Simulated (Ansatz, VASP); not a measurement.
## AlN in VASP and in Ansatz

```
Al N
1.0
     3.12809    0.00000    0.00000
    -1.56404    2.70900    0.00000
     0.00000    0.00000    5.02081
Al N
2 2
Cartesian
  0.0000 1.8060 0.0094
  1.5640 0.9030 2.5198
  0.0000 1.8060 1.9236
  1.5640 0.9030 4.4340
```

Alike in both runs: functional PBE; k mesh 6 × 6 × 4; occupations gaussian, width 0.1 eV; no spin polarisation.

Ansatz relaxed the structure, and its values are those at the end. VASP's run is a single point on that final structure, the one shown.

```csv
,VASP,Ansatz
version,VASP 6.6.1,Ansatz 0.2.0
potentials or method,"VASP PAW PBE potentials, release 64 (Al, N), cutoff 520 eV","scalar-relativistic, plane waves, PAW"
valence electrons in the cell,16,16
```

|  | VASP | Ansatz | Ansatz less VASP |
| --- | --- | --- | --- |
| gap on the k mesh at the Fermi level (eV) | 4.06 | 4.05 | -0.009 |
| least direct gap on the mesh (eV) | 4.06 | 4.05 | -0.009 |
| pressure (GPa) | -0.1 | 0.2 | +0.26 |
| rms of the force components (eV/Å) | 0.003 | 0.003 | +0.0004 |
